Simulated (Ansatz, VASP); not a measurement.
**One calculation of MnGe7As8, two programs**

Contents of INCAR:

```
PREC     = Accurate       # precision mode
ENCUT    = 520            # plane-wave cutoff, eV
EDIFF    = 1E-6           # SCF threshold, eV
ISMEAR   = 0              # smearing method
SIGMA    = 0.01           # smearing width, eV
LREAL    = Auto         
LASPH    = T              # aspherical terms in the spheres
NELM     = 150            # most SCF steps
ALGO     = Normal         # electronic algorithm
ISIF     = 2              # what is computed and relaxed
LWAVE    = F              # write WAVECAR
LCHARG   = T              # write CHGCAR
ISPIN    = 2              # spin polarisation
MAGMOM   = 0 0 0 0 0 0 0 0 4.5 0 0 0 0 0 0 0 # initial moments
LORBIT   = 11             # projections on sites
LMAXMIX  = 4              # l up to which the mixer works
LDAU     = T              # DFT+U
LDAUTYPE = 2            
LDAUL    = -1 2 -1        # shell
LDAUU    = 0 3.4 0        # U, eV
LDAUJ    = 0 0 0        
LDAUPRINT= 1            
GGA      = PS             # functional
LELF     = T              # ELF
LVHAR    = T            
NBANDS   = 94             # bands
```

KPOINTS

```
Automatic mesh
0
Gamma
  2 2 2
```

Contents of POSCAR:

```
MnGe7As8
1.0
   -3.7150000000      3.7150000000      5.8320000000
    3.7150000000     -3.7150000000      5.8320000000
    3.7150000000      3.7150000000     -5.8320000000
As Mn Ge
8 1 7
Direct
    0.2070000000      0.2070000000      0.0000000000
    0.2070000000      0.2070000000      0.5000000000
    0.2070000000      0.7070000000      0.0000000000
    0.2070000000      0.7070000000      0.5000000000
    0.7070000000      0.2070000000      0.0000000000
    0.7070000000      0.2070000000      0.5000000000
    0.7070000000      0.7070000000      0.0000000000
    0.7070000000      0.7070000000      0.5000000000
    0.0000000000      0.0000000000      0.0000000000
    0.0000000000      0.0000000000      0.5000000000
    0.0000000000      0.5000000000      0.0000000000
    0.0000000000      0.5000000000      0.5000000000
    0.5000000000      0.0000000000      0.0000000000
    0.5000000000      0.0000000000      0.5000000000
    0.5000000000      0.5000000000      0.0000000000
    0.5000000000      0.5000000000      0.5000000000
```

Input for Ansatz:

```yaml
crystal:
  lattice:
    - [-3.715, 3.715, 5.832]
    - [3.715, -3.715, 5.832]
    - [3.715, 3.715, -5.832]
  atoms:
    - { symbol: As, position: [0.207, 0.207, 0.0] }
    - { symbol: As, position: [0.207, 0.207, 0.5] }
    - { symbol: As, position: [0.207, 0.707, 0.0] }
    - { symbol: As, position: [0.207, 0.707, 0.5] }
    - { symbol: As, position: [0.707, 0.207, 0.0] }
    - { symbol: As, position: [0.707, 0.207, 0.5] }
    - { symbol: As, position: [0.707, 0.707, 0.0] }
    - { symbol: As, position: [0.707, 0.707, 0.5] }
    - { symbol: Mn, position: [0.0, 0.0, 0.0], spin: 4.5 }
    - { symbol: Ge, position: [0.0, 0.0, 0.5] }
    - { symbol: Ge, position: [0.0, 0.5, 0.0] }
    - { symbol: Ge, position: [0.0, 0.5, 0.5] }
    - { symbol: Ge, position: [0.5, 0.0, 0.0] }
    - { symbol: Ge, position: [0.5, 0.0, 0.5] }
    - { symbol: Ge, position: [0.5, 0.5, 0.0] }
    - { symbol: Ge, position: [0.5, 0.5, 0.5] }
magnetization:
  spin_polarized: true
hamiltonian:
  xc: pbesol
  pseudopotentials: { kind: paw }
  hubbard: { sites: [{ species: Mn, l: d, u_eff: 3.4 }] }
basis:
  ecutwfc: 420
kpoints:
  mp_grid: { grid: [2, 2, 2] }
scf:
  occupations: { method: gaussian, width: 0.01 }
  lower_state_search: "off"
output:
  forces: true
  stress: true
  write_density: true
  write_potential: true
  elf: true
  volumetric_format: npy
```

Alike in both runs: task single point; functional PBEsol; k mesh 2 × 2 × 2; occupations gaussian, width 0.01 eV; collinear spin; Hubbard terms Mn d U = 3.4 eV.

|  | VASP | Ansatz |
| --- | --- | --- |
| version | VASP 6.6.1 | Ansatz 0.2.0 |
| potentials or method | VASP PAW PBE potentials, release 64 (As, Mn_pv, Ge_d), cutoff 520 eV | PAW, plane waves, scalar-relativistic |
| valence electrons in the cell | 151 | 233 |

|  | VASP | Ansatz | Ansatz less VASP |
| --- | --- | --- | --- |
| pressure (GPa) | 0.6 | 0.4 | -0.16 |
| traceless stress, the component that is largest in VASP (GPa) | 5.81 | 5.72 | -0.087 |
| rms of the force components (eV/Å) | 0.442 | 0.456 | +0.0136 |
| net moment per atom (μB) | 0.21 | 0.25 | +0.042 |
| size of the moment on the site where the two differ most (μB) | 4.21 | 4.04 | -0.174 |

VASP's potentials were made for PBE, not for PBEsol. Site moments also hang on the region over which each program counts them. The programs project onto different local orbitals, so the same U acts differently, and such runs can settle in different states. Atom by atom the forces differ by 0.053 eV/Å (rms over components). VASP's potentials hold 151 valence electrons a cell and Ansatz's 233, so a difference there can come from the potentials and not from the codes. Ansatz's warnings: filled band counts differ across k points.

The k mesh is coarse, so the values compare programs but aren't converged.
